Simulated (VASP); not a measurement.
# Ta2N (P-31m) in VASP: single point with PBE

Aim: the single point of Ta2N with PBE.

Everything below comes from runs of VASP 6.6.1. Logs are shortened: lines on timing, memory, paths and dates and some standing lists are left out, and cuts for length are marked.

**1. The cell of the first run**

It takes space group P-31m (No. 162, trigonal). The conventional cell has a = 5.314 Å, b = 5.314 Å, c = 4.956 Å, α = 90.00°, β = 90.00°, γ = 120.00°. Ta (site symmetry m) has 3 N at 2.15 to 2.17 Å within 2.8 Å. Within 2.9 Å of N (site symmetry 32) lie 6 Ta at 2.17 Å. N (site symmetry -3m) has 6 Ta at 2.15 Å within 2.8 Å.

**2. Single point, PBE**

INCAR

```
SYSTEM = Ta2N
PREC = Accurate
ENCUT = 520
EDIFF = 1E-6
ISMEAR = 0
SIGMA = 0.1
LREAL = .False.
LASPH = .True.
NELM = 80
ALGO = Normal
ISIF = 2
LWAVE = .False.
LCHARG = .False.
GGA = PE
NBANDS = 50
```

KPOINTS

```
regular mesh
0
Gamma
  12 12 8
  0 0 0
```

POSCAR

```
Ta2N
1.0
    5.3141154622      0.0000000000      0.0000000000
   -2.6570577311      4.6021589889      0.0000000000
    0.0000000000      0.0000000000      4.9555448461
Ta N
6 3
Direct
    0.6668910024      0.6668910024      0.7530151088
    0.0000000000      0.3331089976      0.7530151088
    0.3331089976      0.0000000000      0.7530151088
    0.3331089976      0.3331089976      0.2469848912
    0.0000000000      0.6668910024      0.2469848912
    0.6668910024      0.0000000000      0.2469848912
    0.6666666667      0.3333333333      0.5000000000
    0.3333333333      0.6666666667      0.5000000000
    0.0000000000      0.0000000000      0.0000000000
```

Potentials or basis: VASP PAW PBE potentials, release 64 (Ta_pv, N).

Run with:

```sh
$ cat potpaw_PBE.64/Ta_pv/POTCAR potpaw_PBE.64/N/POTCAR > POTCAR
$ mpirun -np 1 vasp_std > vasp.out
```

OUTCAR:

```text
SYSTEM = Ta2N
   PREC = Accurate
   ENCUT = 520
   EDIFF = 1E-6
   ISMEAR = 0
   LREAL = .False.
   LASPH = .True.
   NELM = 80
   ISIF = 2
   GGA = PE

 ion  position               nearest neighbor table
   1  0.667  0.667  0.753-   9 2.15   7 2.17   8 2.17   6 3.02   5 3.02   4 3.02   2 3.07   3 3.07
                             3 3.07   2 3.07   2 3.07   3 3.07   6 3.07   5 3.07   4 3.07
   2  0.000  0.333  0.753-   9 2.15   7 2.17   8 2.17   6 3.02   4 3.02   5 3.02   1 3.07   3 3.07
                             3 3.07   1 3.07   1 3.07   3 3.07   6 3.07   4 3.07   5 3.07
   3  0.333  0.000  0.753-   9 2.15   8 2.17   7 2.17   5 3.02   4 3.02   6 3.02   2 3.07   1 3.07
                             2 3.07   1 3.07   1 3.07   2 3.07   4 3.07   5 3.07   6 3.07
   4  0.333  0.333  0.247-   9 2.15   8 2.17   7 2.17   3 3.02   2 3.02   1 3.02   5 3.07   6 3.07
                             6 3.07   5 3.07   5 3.07   6 3.07   3 3.07   2 3.07   1 3.07
   5  0.000  0.667  0.247-   9 2.15   8 2.17   7 2.17   3 3.02   1 3.02   2 3.02   4 3.07   6 3.07
                             6 3.07   4 3.07   4 3.07   6 3.07   3 3.07   1 3.07   2 3.07
   6  0.667  0.000  0.247-   9 2.15   7 2.17   8 2.17   2 3.02   1 3.02   3 3.02   5 3.07   4 3.07
                             5 3.07   4 3.07   4 3.07   5 3.07   1 3.07   2 3.07   3 3.07
   7  0.667  0.333  0.500-   6 2.17   2 2.17   5 2.17   3 2.17   1 2.17   4 2.17
   8  0.333  0.667  0.500-   3 2.17   5 2.17   2 2.17   6 2.17   4 2.17   1 2.17
   9  0.000  0.000  0.000-   1 2.15   2 2.15   4 2.15   5 2.15   3 2.15   6 2.15

  LATTYP: Found a hexagonal cell.
 ALAT       =     5.3141154622
 C/A-ratio  =     0.9325248729

  Lattice vectors:

 A1 = (   5.3141154622,   0.0000000000,   0.0000000000)
 A2 = (  -2.6570577311,   4.6021589889,   0.0000000000)
 A3 = (   0.0000000000,   0.0000000000,   4.9555448461)

Analysis of symmetry for initial positions (statically):
=====================================================================
 Subroutine PRICEL returns:
 Original cell was already a primitive cell.

 Routine SETGRP: Setting up the symmetry group for a
 hexagonal supercell.

 Subroutine GETGRP returns: Found 12 space group operations
 (whereof 12 operations were pure point group operations)
 out of a pool of 24 trial point group operations.

The static configuration has the point symmetry D_3d.

Analysis of symmetry for dynamics (positions and initial velocities):
=====================================================================
 Subroutine PRICEL returns:
 Original cell was already a primitive cell.

 Routine SETGRP: Setting up the symmetry group for a
 hexagonal supercell.

 Subroutine GETGRP returns: Found 12 space group operations
 (whereof 12 operations were pure point group operations)
 out of a pool of 24 trial point group operations.

The dynamic configuration has the point symmetry D_3d.

 Subroutine INISYM returns: Found 12 space group operations
 (whereof 12 operations are pure point group operations),
 and found     1 'primitive' translations

----------------------------------------------------------------------------------------

                                     Primitive cell

  volume of cell :     121.1948

  direct lattice vectors                    reciprocal lattice vectors
     5.314115462  0.000000000  0.000000000     0.188178072  0.108644660  0.000000000
    -2.657057731  4.602158989  0.000000000     0.000000000  0.217289321  0.000000000
     0.000000000  0.000000000  4.955544846     0.000000000  0.000000000  0.201794158

  length of vectors
     5.314115462  5.314115462  4.955544846     0.217289321  0.217289321  0.201794158

  position of ions in fractional coordinates (direct lattice)
     0.666891002  0.666891002  0.753015109
     0.000000000  0.333108998  0.753015109
     0.333108998  0.000000000  0.753015109
     0.333108998  0.333108998  0.246984891
     0.000000000  0.666891002  0.246984891
     0.666891002  0.000000000  0.246984891
     0.666666667  0.333333333  0.500000000
     0.333333333  0.666666667  0.500000000
     0.000000000  0.000000000  0.000000000

  ion indices of the primitive-cell ions
   primitive index   ion index
                 1           1
                 2           2
                 3           3
                 4           4
                 5           5
                 6           6
                 7           7
                 8           8
                 9           9

----------------------------------------------------------------------------------------

 KPOINTS: regular mesh

Automatic generation of k-mesh.
 Grid dimensions read from file:
 generate k-points for:   12   12    8

 Generating k-lattice:

  Cartesian coordinates                     Fractional coordinates (reciprocal lattice)
     0.015681506  0.009053722  0.000000000     0.083333333  0.000000000  0.000000000
     0.000000000  0.018107443  0.000000000     0.000000000  0.083333333  0.000000000
     0.000000000  0.000000000  0.025224270     0.000000000  0.000000000  0.125000000

  Length of vectors
     0.018107443  0.018107443  0.025224270

  Shift w.r.t. Gamma in fractional coordinates (k-lattice)
     0.000000000  0.000000000  0.000000000

 Subroutine IBZKPT returns following result:
 ===========================================

 Found    131 irreducible k-points:

 Following reciprocal coordinates:
            Coordinates               Weight
  0.000000  0.000000  0.000000      1.000000
  0.083333  0.000000  0.000000      6.000000
  0.166667  0.000000  0.000000      6.000000
  0.250000  0.000000  0.000000      6.000000
  0.333333  0.000000  0.000000      6.000000
  0.416667  0.000000  0.000000      6.000000
[... 16 lines left out ...]
  0.250000  0.000000  0.125000     12.000000
  0.333333  0.000000  0.125000     12.000000
 [... further k-points ...]
   k-points           NKPTS =    131   k-points in BZ     NKDIM =    131   number of bands    NBANDS=     50
   number of dos      NEDOS =    301   number of ions     NIONS =      9
   total plane-waves  NPLWV =  64000
   dimension x,y,z NGX =    40 NGY =   40 NGZ =   40
   dimension x,y,z NGXF=    80 NGYF=   80 NGZF=   80
   ions per type =               6   3
   NGX,Y,Z   is equivalent  to a cutoff of  12.51, 12.51, 13.42 a.u.
   NGXF,Y,Z  is equivalent  to a cutoff of  25.03, 25.03, 26.84 a.u.
 SYSTEM =  Ta2N
   PREC   = accura    normal or accurate (medium, high low for compatibility)
   ISTART =      0    job   : 0-new  1-cont  2-samecut
   ICHARG =      2    charge: 1-file 2-atom 10-const
   ISPIN  =      1    spin polarized calculation?
   LNONCOLLINEAR =      F non collinear calculations
   LSORBIT =      F    spin-orbit coupling
   LASPH  =      T    aspherical Exc in radial PAW
   ENCUT  =  520.0 eV  38.22 Ry    6.18 a.u.   9.88  9.88  9.21*2*pi/ulx,y,z
   NELM   =     80;   NELMIN=  2; NELMDL= -5     # of ELM steps
   EDIFF  = 0.1E-05   stopping-criterion for ELM
   LREAL  =      F    real-space projection
   EDIFFG = 0.1E-04   stopping-criterion for IOM
   NSW    =      0    number of steps for IOM
   IBRION =     -1    ionic relax: 0-MD 1-quasi-New 2-CG
   NFREE  =      0    steps in history (QN), initial steepest desc. (CG)
   ISIF   =      2    stress and relaxation
   ISYM   =      2    0-nonsym 1-usesym 2-fastsym
   POTIM  = 0.5000    time-step for ionic-motion
   TEBEG  =    0.0;   TEEND  =   0.0 temperature during run
   PSTRESS=    0.0 pullay stress
   NELECT =      81.0000    total number of electrons
   NUPDOWN=      -1.0000    fix difference up-down
   EMIN   =  10.00;   EMAX   =-10.00  energy-range for DOS
   EFERMI =   0.00;   METHOD = LEGACY
   ISMEAR =     0;   SIGMA  =   0.10  broadening in eV -4-tet -1-fermi 0-gaus
   EFERMI_NEDOS =   21; number of points for ismear=-14 and -15
   IALGO  =     38    algorithm
   IMIX   =      4    mixing-type and parameters
     AMIX     =   0.40;   BMIX     =  1.00
     AMIX_MAG =   1.60;   BMIX_MAG =  1.00
  volume/ion in A,a.u.               =      13.47        90.87
  Fermi-wavevector in a.u.,A,eV,Ry     =   1.431337  2.704834 27.874596  2.048725
  Thomas-Fermi vector in A             =   2.551084
   LORBIT       =      0    0 simple, 1 ext, 2 COOP (PROOUT), +10 PAW based schemes
   GGA     = PE    functional components
   LHFCALC =     F    Hartree Fock is set to
   AEXX    =    0.0000 exact exchange contribution
   IVDW    =     0    specifies the selected vdW correction
   LEPSILON=     F    determine dielectric tensor
   LRPA    =     F    only Hartree local field effects (RPA)
 non-spin polarized calculation
 Gauss-broadening in eV      SIGMA  =   0.10
  energy-cutoff  :      520.00
  volume of cell :      121.19
 maximum number of plane-waves:      3296
   NGX = 19   NGY = 19   NGZ = 19

 number of electron      81.0000002 magnetization

 Free energy of the ion-electron system (eV)
  ---------------------------------------------------
  ext. energy  EPLUGINS =         0.00000000
  ---------------------------------------------------
  free energy    TOTEN  =      -104.16479109 eV

  energy without entropy =     -104.15064031  energy(sigma->0) =     -104.15771570

 E-fermi :   7.4037     XC(G=0): -12.9027

 val. band max:        7.3962124366   @ k =   0.3333   0.0000   0.0000
 cond. band min:       7.4085600332   @ k =  -0.1667   0.4167   0.1250
 fundamental gap:      0.0123475966
 Fermi energy:         7.4037372976

 k-point     1 :       0.0000    0.0000    0.0000
  band No.  band energies     occupation
      1     -28.3369      2.00000
      2     -27.9719      2.00000
      3     -27.8214      2.00000
      4     -27.8214      2.00000
      5     -27.8019      2.00000
      6     -27.8019      2.00000
[... 42 lines left out ...]
     49      10.2920      0.00000
     50      10.8906      0.00000
[... 1217 lines left out ...]
     49      10.3474      0.00000
     50      10.8101      0.00000

 [... further k-points ...]

------------------------ aborting loop because EDIFF is reached ----------------------------------------

  FORCE on cell =-STRESS in cart. coord.  units (eV):
  Direction    XX          YY          ZZ          XY          YZ          ZX
  --------------------------------------------------------------------------------------
  -------------------------------------------------------------------------------------
  Total        0.3608945      0.3608945      0.3475874      0.0000000      0.0000000      0.0000000
  in kB        4.7709715      4.7709715      4.5950537      0.0000000      0.0000000      0.0000000
  external PRESSURE =       4.7123322 kB  Pullay stress =       0.0000000 kB

 VOLUME and BASIS-vectors are now :
 -----------------------------------------------------------------------------
  energy-cutoff  :      520.00
  volume of cell :      121.19
      direct lattice vectors                 reciprocal lattice vectors
     5.314115462  0.000000000  0.000000000     0.188178072  0.108644660  0.000000000
    -2.657057731  4.602158989  0.000000000     0.000000000  0.217289321  0.000000000
     0.000000000  0.000000000  4.955544846     0.000000000  0.000000000  0.201794158

 POSITION                                       TOTAL-FORCE (eV/Angst)
 -----------------------------------------------------------------------------------
      1.77197      3.06914      3.73160        -0.001044     -0.001808      0.013794
     -0.88509      1.53302      3.73160        -0.001044      0.001808      0.013794
      1.77018      0.00000      3.73160         0.002088      0.000000      0.013794
      0.88509      1.53302      1.22394         0.001044      0.001808     -0.013794
     -1.77197      3.06914      1.22394         0.001044     -0.001808     -0.013794
      3.54394      0.00000      1.22394        -0.002088     -0.000000     -0.013794
      2.65706      1.53405      2.47777         0.000000     -0.000000     -0.000000
     -0.00000      3.06811      2.47777        -0.000000      0.000000     -0.000000
      0.00000      0.00000      0.00000         0.000000      0.000000      0.000000
 -----------------------------------------------------------------------------------
    total drift:                               -0.000000      0.000000     -0.000000

  FREE ENERGIE OF THE ION-ELECTRON SYSTEM (eV)
  ---------------------------------------------------
  free  energy   TOTEN  =      -104.1647910937 eV

  energy  without entropy=     -104.1506403079  energy(sigma->0) =     -104.15771570
```

Run time: 21 min. Hardware: 1 thread of AMD EPYC 7R13, shared host; peak memory 0.62 GiB.

What came out:

```
Free energy            : -104.1648 eV
Pressure               : 0.5 GPa
Largest force          : 0.014 eV/Å
Band gap on the k mesh : zero (an odd number of electrons rules out a gap without spin polarisation)
```

Forces on the atoms (eV/Å):
```
Ta  -0.001 -0.002  0.014
Ta  -0.001  0.002  0.014
Ta   0.002  0.000  0.014
Ta   0.001  0.002 -0.014
Ta   0.001 -0.002 -0.014
Ta  -0.002  0.000 -0.014
N    0.000  0.000  0.000
N    0.000  0.000  0.000
N    0.000  0.000  0.000
```

Caveat: spin-orbit coupling is left out, which moves the levels of the heavy elements.
